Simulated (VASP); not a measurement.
# Sc (P6_3/mmc) in VASP: a series of runs, part 2 of 2

VASP 6.6.1. Earlier steps stand in the parts before.

## Step 4: Electric field gradients, LDA (volume scaled by 0.96)

File INCAR:

```
PREC     = Accurate       # precision mode
ENCUT    = 520            # plane-wave cutoff, eV
EDIFF    = 1E-8           # SCF threshold, eV
ISMEAR   = -1             # smearing method
SIGMA    = 0.03           # smearing width, eV
LREAL    = False          # projectors in reciprocal space
LASPH    = True           # aspherical terms in the spheres
NELM     = 100            # most SCF steps
ALGO     = Normal         # electronic algorithm
ISIF     = 2              # what is computed and relaxed
LWAVE    = False          # write WAVECAR
LCHARG   = False          # write CHGCAR
GGA      = CA             # functional
LEFG     = True         
NBANDS   = 18             # bands
```

File KPOINTS:

```
Automatic mesh
0
Gamma
  13 13 7
```

File POSCAR:

```
Sc
1.0
    3.2640789303      0.0000000000      0.0000000000
   -1.6320394651      2.8267752736      0.0000000000
    0.0000000000      0.0000000000      5.1968020830
Sc
2
Direct
    0.3333333333      0.6666666667      0.2500000000
    0.6666666667      0.3333333333      0.7500000000
```

Potentials or basis: VASP PAW LDA potentials, release 64 (Sc_sv).

Run with:

```console
$ cat potpaw_LDA.64/Sc_sv/POTCAR > POTCAR
$ mpirun -np 1 vasp_std > vasp.out
```

OUTCAR:

```text
PREC = Accurate
   ENCUT = 520
   EDIFF = 1E-8
   ISMEAR = -1
   LREAL = False
   LASPH = True
   NELM = 100
   ISIF = 2
   GGA = CA

 ion  position               nearest neighbor table
   1  0.333  0.667  0.250-   2 3.21   2 3.21   2 3.21   2 3.21   2 3.21   2 3.21
   2  0.667  0.333  0.750-   1 3.21   1 3.21   1 3.21   1 3.21   1 3.21   1 3.21

  LATTYP: Found a hexagonal cell.
 ALAT       =     3.2640789303
 C/A-ratio  =     1.5921190002

  Lattice vectors:

 A1 = (   3.2640789303,   0.0000000000,   0.0000000000)
 A2 = (  -1.6320394651,   2.8267752736,   0.0000000000)
 A3 = (   0.0000000000,   0.0000000000,   5.1968020830)

Analysis of symmetry for initial positions (statically):
=====================================================================
 Subroutine PRICEL returns:
 Original cell was already a primitive cell.

 Routine SETGRP: Setting up the symmetry group for a
 hexagonal supercell.

 Subroutine GETGRP returns: Found 24 space group operations
 (whereof 12 operations were pure point group operations)
 out of a pool of 24 trial point group operations.

The static configuration has the point symmetry D_3d.
 The point group associated with its full space group is D_6h.

Analysis of symmetry for dynamics (positions and initial velocities):
=====================================================================
 Subroutine PRICEL returns:
 Original cell was already a primitive cell.

 Routine SETGRP: Setting up the symmetry group for a
 hexagonal supercell.

 Subroutine GETGRP returns: Found 24 space group operations
 (whereof 12 operations were pure point group operations)
 out of a pool of 24 trial point group operations.

The dynamic configuration has the point symmetry D_3d.
 The point group associated with its full space group is D_6h.

 Subroutine INISYM returns: Found 24 space group operations
 (whereof 12 operations are pure point group operations),
 and found     1 'primitive' translations

----------------------------------------------------------------------------------------

                                     Primitive cell

  volume of cell :      47.9499

  direct lattice vectors                    reciprocal lattice vectors
     3.264078930  0.000000000  0.000000000     0.306365140  0.176879996  0.000000000
    -1.632039465  2.826775274  0.000000000     0.000000000  0.353759993  0.000000000
     0.000000000  0.000000000  5.196802083     0.000000000  0.000000000  0.192426031

  length of vectors
     3.264078930  3.264078930  5.196802083     0.353759993  0.353759993  0.192426031

  position of ions in fractional coordinates (direct lattice)
     0.333333333  0.666666667  0.250000000
     0.666666667  0.333333333  0.750000000

  ion indices of the primitive-cell ions
   primitive index   ion index
                 1           1
[... 73 lines left out ...]
   EDIFF  = 0.1E-07   stopping-criterion for ELM
   LREAL  =      F    real-space projection
   EDIFFG = 0.1E-06   stopping-criterion for IOM
   NSW    =      0    number of steps for IOM
   IBRION =     -1    ionic relax: 0-MD 1-quasi-New 2-CG
   NFREE  =      0    steps in history (QN), initial steepest desc. (CG)
   ISIF   =      2    stress and relaxation
   ISYM   =      2    0-nonsym 1-usesym 2-fastsym
   POTIM  = 0.5000    time-step for ionic-motion
   TEBEG  =    0.0;   TEEND  =   0.0 temperature during run
   PSTRESS=    0.0 pullay stress
   NELECT =      22.0000    total number of electrons
   NUPDOWN=      -1.0000    fix difference up-down
   EMIN   =  10.00;   EMAX   =-10.00  energy-range for DOS
   EFERMI =   0.00;   METHOD = LEGACY
   ISMEAR =    -1;   SIGMA  =   0.03  broadening in eV -4-tet -1-fermi 0-gaus
   EFERMI_NEDOS =   21; number of points for ismear=-14 and -15
   IALGO  =     38    algorithm
   IMIX   =      4    mixing-type and parameters
     AMIX     =   0.40;   BMIX     =  1.00
     AMIX_MAG =   1.60;   BMIX_MAG =  1.00
  volume/ion in A,a.u.               =      23.97       161.79
  Fermi-wavevector in a.u.,A,eV,Ry     =   1.262660  2.386081 21.691901  1.594310
  Thomas-Fermi vector in A             =   2.396057
   LORBIT       =      0    0 simple, 1 ext, 2 COOP (PROOUT), +10 PAW based schemes
   GGA     = CA    functional components
   LHFCALC =     F    Hartree Fock is set to
   AEXX    =    0.0000 exact exchange contribution
   IVDW    =     0    specifies the selected vdW correction
   LEPSILON=     F    determine dielectric tensor
   LRPA    =     F    only Hartree local field effects (RPA)
 non-spin polarized calculation
  energy-cutoff  :      520.00
  volume of cell :       47.95
 maximum number of plane-waves:      1309
   NGX = 13   NGY = 13   NGZ = 19

 number of electron      21.9999998 magnetization

 Free energy of the ion-electron system (eV)
  ---------------------------------------------------
  ext. energy  EPLUGINS =         0.00000000
  ---------------------------------------------------
  free energy    TOTEN  =       -13.41616760 eV

  energy without entropy =      -13.40227251  energy(sigma->0) =      -13.40922006

 E-fermi :   3.6306     XC(G=0): -10.2585

 val. band max:        3.6208191150   @ k =   0.3077   0.2308   0.4286
 cond. band min:       3.6314971822   @ k =   0.3846   0.0000   0.1429
 fundamental gap:      0.0106780672
 Fermi energy:         3.6305510032

 k-point     1 :       0.0000    0.0000    0.0000
  band No.  band energies     occupation
      1     -45.1253      2.00000
      2     -45.0471      2.00000
      3     -24.3140      2.00000
      4     -23.9304      2.00000
      5     -23.9304      2.00000
      6     -23.8632      2.00000
[... 481 lines left out ...]
      5     -23.9487      2.00000
      6     -23.9477      2.00000
[... 10 lines left out ...]
     17       6.0670      0.00000
     18       6.1014      0.00000

 [... further k-points ...]

------------------------ aborting loop because EDIFF is reached ----------------------------------------

  FORCE on cell =-STRESS in cart. coord.  units (eV):
  Direction    XX          YY          ZZ          XY          YZ          ZX
  --------------------------------------------------------------------------------------
  -------------------------------------------------------------------------------------
  Total       -0.7937779     -0.7937779     -1.3968414     -0.0000000      0.0000000      0.0000000
  in kB      -26.5229295    -26.5229295    -46.6734138     -0.0000000      0.0000000      0.0000000
  external PRESSURE =     -33.2397576 kB  Pullay stress =       0.0000000 kB

 VOLUME and BASIS-vectors are now :
 -----------------------------------------------------------------------------
  energy-cutoff  :      520.00
  volume of cell :       47.95
      direct lattice vectors                 reciprocal lattice vectors
     3.264078930  0.000000000  0.000000000     0.306365140  0.176879996  0.000000000
    -1.632039465  2.826775274  0.000000000     0.000000000  0.353759993  0.000000000
     0.000000000  0.000000000  5.196802083     0.000000000  0.000000000  0.192426031

 POSITION                                       TOTAL-FORCE (eV/Angst)
 -----------------------------------------------------------------------------------
     -0.00000      1.88452      1.29920        -0.000000      0.000000      0.000000
      1.63204      0.94226      3.89760         0.000000     -0.000000      0.000000
 -----------------------------------------------------------------------------------
    total drift:                               -0.000000      0.000000     -0.000000

  FREE ENERGIE OF THE ION-ELECTRON SYSTEM (eV)
  ---------------------------------------------------
  free  energy   TOTEN  =       -13.4161676037 eV

  energy  without entropy=      -13.4022725099  energy(sigma->0) =      -13.40922006

 Electric field gradients (V/A^2)
---------------------------------------------------------------------
 ion       V_xx      V_yy      V_zz      V_xy      V_xz      V_yz
---------------------------------------------------------------------
   1      -5.392    -5.392    10.784     0.000     0.000    -0.000
   2      -5.392    -5.392    10.784     0.000    -0.000     0.000
---------------------------------------------------------------------

 Electric field gradients after diagonalization (V/A^2)
 (convention: |V_zz| > |V_xx| > |V_yy|)
----------------------------------------------------------------------
 ion       V_xx      V_yy      V_zz     asymmetry (V_yy - V_xx)/ V_zz
----------------------------------------------------------------------
   1      -5.392    -5.392    10.784       0.000
   2      -5.392    -5.392    10.784       0.000
----------------------------------------------------------------------

           NMR quadrupolar parameters

 Cq : quadrupolar parameter    Cq=e*Q*V_zz/h
 eta: asymmetry parameters     (V_yy - V_xx)/ V_zz
 Q  : nuclear electric quadrupole moment in mb (millibarn)
----------------------------------------------------------------------
 ion       Cq(MHz)       eta       Q (mb)
----------------------------------------------------------------------
   1       0.026       0.000       1.000
   2       0.026       0.000       1.000
----------------------------------------------------------------------
```

Run time: 32 s. Hardware: 1 thread of Intel Xeon Platinum 8488C (Sapphire Rapids), shared host; peak memory 0.17 GiB.

Results:

* Free energy: -13.4162 eV
* Pressure: -3.3 GPa
* Band gap on the k mesh: zero (band 11 reaches 4.36 eV, above the bottom of band 12 at 3.11 eV)

Levels at points of the mesh, in eV from the Fermi level:
```tsv
k point	band 7	band 8	band 9	band 10	band 11	band 12	band 13	band 14	band 15	band 16
(0.00, 0.00, 0.00)	-27.49	-27.47	-5.14	-1.73	0.60	1.58	1.58	1.71	2.01	2.01
```

Electric field gradients, principal values (V/Å²):
```
atom   least  middle  greatest (by size)
1 Sc  -5.392  -5.392              10.784
2 Sc  -5.392  -5.392              10.784
```

Caveat: without QUAD_EFG the Cq values of the log hold for a quadrupole moment of 1 mb, not for the nuclei.

## Step 5: Electric field gradients, LDA (volume scaled by 0.98)

File INCAR:

```
  PREC = Accurate
  ENCUT = 520
  EDIFF = 1E-8
  ISMEAR = -1
  SIGMA = 0.03
  LREAL = F
  LASPH = T
  NELM = 60
  ALGO = Normal
  ISIF = 2
  LWAVE = F
  LCHARG = F
  LEFG = T
  NBANDS = 18
```

KPOINTS is that of step 4.

File POSCAR:

```
Sc
1.0
    3.2865905309      0.0000000000      0.0000000000
   -1.6432952654      2.8462708915      0.0000000000
    0.0000000000      0.0000000000      5.2326432300
Sc
2
Direct
    0.3333333333      0.6666666667      0.2500000000
    0.6666666667      0.3333333333      0.7500000000
```

Potentials or basis: VASP PAW LDA potentials, release 64 (Sc_sv).

Run with:

```console
$ cat potpaw_LDA.64/Sc_sv/POTCAR > POTCAR
$ mpirun -np 1 vasp_std > vasp.out
```

OUTCAR:

```text
PREC = Accurate
   ENCUT = 520
   EDIFF = 1E-8
   ISMEAR = -1
   LREAL = F
   LASPH = T
   NELM = 60
   ISIF = 2

 ion  position               nearest neighbor table
   1  0.333  0.667  0.250-   2 3.23   2 3.23   2 3.23   2 3.23   2 3.23   2 3.23
   2  0.667  0.333  0.750-   1 3.23   1 3.23   1 3.23   1 3.23   1 3.23   1 3.23

  LATTYP: Found a hexagonal cell.
 ALAT       =     3.2865905309
 C/A-ratio  =     1.5921190002

  Lattice vectors:

 A1 = (   3.2865905309,   0.0000000000,   0.0000000000)
 A2 = (  -1.6432952654,   2.8462708915,   0.0000000000)
 A3 = (   0.0000000000,   0.0000000000,   5.2326432300)

Analysis of symmetry for initial positions (statically):
=====================================================================
 Subroutine PRICEL returns:
 Original cell was already a primitive cell.

 Routine SETGRP: Setting up the symmetry group for a
 hexagonal supercell.
[... 693 lines left out ...]
  energy-cutoff  :      520.00
  volume of cell :       48.95
      direct lattice vectors                 reciprocal lattice vectors
     3.286590531  0.000000000  0.000000000     0.304266683  0.175668451  0.000000000
    -1.643295265  2.846270892  0.000000000     0.000000000  0.351336903  0.000000000
     0.000000000  0.000000000  5.232643230     0.000000000  0.000000000  0.191108003

 POSITION                                       TOTAL-FORCE (eV/Angst)
 -----------------------------------------------------------------------------------
     -0.00000      1.89751      1.30816         0.000000     -0.000000      0.000000
      1.64330      0.94876      3.92448        -0.000000      0.000000      0.000000
 -----------------------------------------------------------------------------------
    total drift:                               -0.000000      0.000000     -0.000000

  FREE ENERGIE OF THE ION-ELECTRON SYSTEM (eV)
  ---------------------------------------------------
  free  energy   TOTEN  =       -13.3926207204 eV

  energy  without entropy=      -13.3786403286  energy(sigma->0) =      -13.38563052

 Electric field gradients (V/A^2)
---------------------------------------------------------------------
 ion       V_xx      V_yy      V_zz      V_xy      V_xz      V_yz
---------------------------------------------------------------------
   1      -5.070    -5.070    10.140     0.000     0.000    -0.000
   2      -5.070    -5.070    10.140     0.000    -0.000     0.000
---------------------------------------------------------------------

 Electric field gradients after diagonalization (V/A^2)
 (convention: |V_zz| > |V_xx| > |V_yy|)
----------------------------------------------------------------------
 ion       V_xx      V_yy      V_zz     asymmetry (V_yy - V_xx)/ V_zz
----------------------------------------------------------------------
   1      -5.070    -5.069    10.140       0.000
   2      -5.070    -5.069    10.140       0.000
----------------------------------------------------------------------

           NMR quadrupolar parameters

 Cq : quadrupolar parameter    Cq=e*Q*V_zz/h
 eta: asymmetry parameters     (V_yy - V_xx)/ V_zz
 Q  : nuclear electric quadrupole moment in mb (millibarn)
----------------------------------------------------------------------
 ion       Cq(MHz)       eta       Q (mb)
----------------------------------------------------------------------
   1       0.025       0.000       1.000
   2       0.025       0.000       1.000
----------------------------------------------------------------------
```

Run time: 32 s. Hardware: 1 thread of Intel Xeon Platinum 8488C (Sapphire Rapids), shared host; peak memory 0.17 GiB.

Results:

```yaml
Free_energy: -13.3926 eV
Pressure: -4.3 GPa
Band_gap_on_the_k_mesh: zero (band 11 reaches 4.22 eV, above the bottom of band 12 at 2.99 eV)
```

Electric field gradients, principal values (V/Å²):
```
atom   least  middle  greatest (by size)
1 Sc  -5.069  -5.070              10.140
2 Sc  -5.069  -5.070              10.140
```

Caveat: without QUAD_EFG the Cq values of the log hold for a quadrupole moment of 1 mb, not for the nuclei.

## Step 6: The runs side by side

```tsv
cell	gap on the mesh (eV)	pressure (GPa)
a = 3.241, b = 3.241, c = 5.160 Å, angles 90.0, 90.0, 120.0°, 2 atoms	none	-2.2
a = 3.264, b = 3.264, c = 5.197 Å, angles 90.0, 90.0, 120.0°, 2 atoms	none	-3.3
a = 3.287, b = 3.287, c = 5.233 Å, angles 90.0, 90.0, 120.0°, 2 atoms	none	-4.3
```

Alike in all rows: task electric field gradients; level LDA; potentials or basis VASP PAW LDA potentials, release 64 (Sc_sv); no spin polarisation; k mesh 13 × 13 × 7; cutoff (eV) 520; smearing fermi-dirac 0.03 eV.

Total energies depend on the potentials used, so only differences within one code and one set of settings carry meaning.
